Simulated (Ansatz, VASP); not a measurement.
# CdC3 in VASP and in Ansatz

Contents of INCAR:

```
PREC     = Accurate       # precision mode
ENCUT    = 520            # plane-wave cutoff, eV
EDIFF    = 1E-7           # SCF threshold, eV
ISMEAR   = 0              # smearing method
SIGMA    = 0.1            # smearing width, eV
LREAL    = F              # projectors in reciprocal space
LASPH    = T              # aspherical terms in the spheres
NELM     = 100            # most SCF steps
ALGO     = Normal         # electronic algorithm
ISIF     = 2              # what is computed and relaxed
LWAVE    = F              # write WAVECAR
LCHARG   = F              # write CHGCAR
GGA      = PE             # functional
NBANDS   = 20             # bands
```

Contents of KPOINTS:

```
regular mesh
0
Gamma
  6 6 6
```

Contents of POSCAR:

```
CdC3
1.0
    3.5563891002      0.0000000000      0.0000000000
    0.0000000000      3.5563891002      0.0000000000
    0.0000000000      0.0000000000      3.5198343840
Cd C
1 3
Direct
    0.0000000000      0.0000000000      0.0000000000
    0.0000000000      0.5000000000      0.5000000000
    0.5000000000      0.0000000000      0.5000000000
    0.5000000000      0.5000000000      0.0000000000
```

Input for Ansatz:

```yaml
crystal:
  lattice:
    - [3.5563891002, 0.0, 0.0]
    - [0.0, 3.5563891002, 0.0]
    - [0.0, 0.0, 3.519834384]
  atoms:
    - { symbol: Cd, position: [0.0, 0.0, 0.0] }
    - { symbol: C, position: [0.0, 0.5, 0.5] }
    - { symbol: C, position: [0.5, 0.0, 0.5] }
    - { symbol: C, position: [0.5, 0.5, 0.0] }
basis:
  ecutwfc: 420
kpoints:
  mp_grid: { grid: [6, 6, 6] }
hamiltonian:
  xc: pbe
scf:
  occupations: { method: gaussian, width: 0.1 }
  lower_state_search: "off"
output:
  forces: true
  stress: true
  eigenvalues: true
```

Alike in both runs: task single point; functional PBE; k mesh 6 × 6 × 6; occupations gaussian, width 0.1 eV; no spin polarisation.

```csv
,VASP,Ansatz
version,VASP 6.6.1,Ansatz 0.2.0
potentials or method,"VASP PAW PBE potentials, release 64 (Cd, C), cutoff 520 eV","scalar-relativistic, plane waves, PAW"
valence electrons in the cell,24,32
```

|  | VASP | Ansatz | Ansatz less VASP |
| --- | --- | --- | --- |
| gap on the k mesh at the Fermi level (eV) | none | none | - |
| pressure (GPa) | 0.0 | -1.2 | -1.13 |
| traceless stress, the component that is largest in VASP (GPa) | -0.13 | -0.13 | +0.005 |

A gap of «none» marks a metal or a gap that the smearing closes. VASP's potentials hold 24 valence electrons a cell and Ansatz's 32, so a difference there can come from the potentials and not from the codes.
